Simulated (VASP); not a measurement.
Runs of VASP 6.6.1 on NaC8. The structure is that of space group P6/mmm (No. 191), or close to it. The cells are those of the table. 

```csv
spin,cell,k mesh,smearing,gap on the mesh (eV),pressure (GPa),largest force (eV/Å)
off,"a = 4.976, b = 4.976, c = 4.486 Å, angles 90.0, 90.0, 120.0°, 9 atoms",6 × 6 × 4,gaussian 0.1 eV,none,0.3,0.01
"collinear, ferromagnetic start","a = 4.976, b = 4.976, c = 4.486 Å, angles 90.0, 90.0, 120.0°, 9 atoms",6 × 6 × 4,gaussian 0.1 eV,none,0.3,0.01
off,"a = 4.509, b = 4.978, c = 4.978 Å, angles 120.0, 90.0, 90.0°, 9 atoms",6 × 6 × 6,gaussian 0.2 eV,none,(a),0.01
off,"a = 4.976, b = 4.976, c = 4.496 Å, angles 90.0, 90.0, 120.0°, 9 atoms",12 × 12 × 8,gaussian 0.1 eV,none,0.1,-
off,"a = 4.496, b = 4.976, c = 4.976 Å, angles 120.0, 90.0, 90.0°, 9 atoms",6 × 6 × 6,gaussian 0.2 eV,none,0.3,0.01
```

Alike in all rows: task single point; level PBE+D3(BJ); potentials or basis VASP PAW PBE potentials, release 64 (Na_pv, C); cutoff (eV) 520.

Question: Estimate the missing entries.

Answer: (a) 0.0.

Caveats: pairwise dispersion overbinds metals, which lowers pressure and volume.

A gap of «none» marks levels without a gap at the run's occupations.
